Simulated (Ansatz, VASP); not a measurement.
CsB3N3: VASP beside Ansatz

```
CELL_PARAMETERS angstrom
4.42465 0.00000 0.00000
-2.21233 3.83186 0.00000
0.00000 0.00000 6.14428
ATOMIC_POSITIONS crystal
Cs 0.00000 0.00000 0.50000
B 0.33333 0.66667 0.00000
B 0.66667 0.33333 0.00000
B 0.00000 0.00000 0.00000
N 0.25876 0.00000 0.00000
N 0.00000 0.25876 0.00000
N 0.74124 0.74124 0.00000
```

Alike in both runs: task relaxation of cell and atoms; functional PBE; k mesh 6 × 6 × 4; occupations gaussian, width 0.1 eV; no spin polarisation.

|  | VASP | Ansatz |
| --- | --- | --- |
| version | VASP 6.6.1 | Ansatz 0.2.0 |
| potentials or method | VASP PAW PBE potentials, release 64 (Cs_sv, B, N), cutoff 600 eV | scalar-relativistic, plane waves, PAW |
| valence electrons in the cell | 33 | 33 |

VASP gave:

```
gap on the k mesh at the Fermi level, each at its own relaxed structure (eV) : none
relaxed volume (Å³/atom)                                                     : 16.96
relaxed cell length with the largest relative difference (Å)                 : 7.163
```

Task: Estimate Ansatz's values.

Result: gap on the k mesh at the Fermi level, each at its own relaxed structure (eV): none; relaxed volume (Å³/atom): 16.57; relaxed cell length with the largest relative difference (Å): 6.983.

A gap of «none» marks a metal or a gap that the smearing closes.

Spin-orbit coupling is off throughout.
